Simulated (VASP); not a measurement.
Here is a VASP 6.6.1 calculation.

The input INCAR:

```
PREC     = Accurate       # precision mode
ENCUT    = 520            # plane-wave cutoff, eV
EDIFF    = 1E-8           # SCF threshold, eV
ISMEAR   = -1             # smearing method
SIGMA    = 0.08           # smearing width, eV
LREAL    = F              # projectors in reciprocal space
LASPH    = T              # aspherical terms in the spheres
NELM     = 80             # most SCF steps
ALGO     = Normal         # electronic algorithm
ISIF     = 2              # what is computed and relaxed
LWAVE    = F              # write WAVECAR
LCHARG   = F              # write CHGCAR
GGA      = PS             # functional
LEFG     = T            
NBANDS   = 12             # bands
```

File KPOINTS:

```
regular mesh
0
Gamma
  17 17 17
```

Contents of POSCAR:

```
Ti
1.0
   -1.6625945817      1.6625945817      1.6625945817
    1.6625945817     -1.6625945817      1.6625945817
    1.6625945817      1.6625945817     -1.6625945817
Ti
1
Direct
    0.0000000000      0.0000000000      0.0000000000
```

Potentials or basis: VASP PAW PBE potentials, release 64 (Ti_sv).

Command:

```console
$ cat potpaw_PBE.64/Ti_sv/POTCAR > POTCAR
$ mpirun -np 1 vasp_std > vasp.out
```

Q: Predict the pressure.

A: -9.9 GPa.

Q: Predict the band gap on the k mesh.

A: Zero (band 6 reaches 8.32 eV, above the bottom of band 7 at 6.77 eV).

Caveat: without QUAD_EFG the Cq values of the log hold for a quadrupole moment of 1 mb, not for the nuclei; the PAW data sets were made with another functional, which shifts forces and pressure a little.
